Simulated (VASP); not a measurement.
Input of a VASP 6.6.1 run:

INCAR

```
SYSTEM = Os
PREC = Accurate ; ENCUT = 520
EDIFF = 1E-6 ; ISMEAR = -1
SIGMA = 0.05 ; LREAL = .FALSE.
LASPH = .TRUE. ; NELM = 100
ALGO = Normal ; ISIF = 2
LWAVE = .FALSE. ; LCHARG = .FALSE.
GGA = PE ; NBANDS = 15
```

Contents of KPOINTS:

```
Automatic mesh
0
G
  14 14 8
  0 0 0
```

File POSCAR:

```
Os
1.0
    2.7341000000      0.0000000000      0.0000000000
   -1.3670500000      2.3678000565      0.0000000000
    0.0000000000      0.0000000000      4.3197000000
Os
2
Direct
    0.3333333333      0.6666666667      0.2500000000
    0.6666666667      0.3333333333      0.7500000000
```

Potentials or basis: VASP PAW PBE potentials, release 64 (Os).

Launch:

```sh
$ cat potpaw_PBE.64/Os/POTCAR > POTCAR
$ mpirun -np 1 vasp_std > vasp.out
```

Estimate the pressure.

8.8 GPa.

Predict the band gap on the k mesh.

zero (band 8 reaches 11.51 eV, above the bottom of band 9 at 7.76 eV).

Stress tensor (GPa, compression positive):
```
9.04 0.00 0.00
0.00 9.04 0.00
0.00 0.00 8.21
```

Caveat: spin-orbit coupling is left out, which moves the levels of the heavy elements.
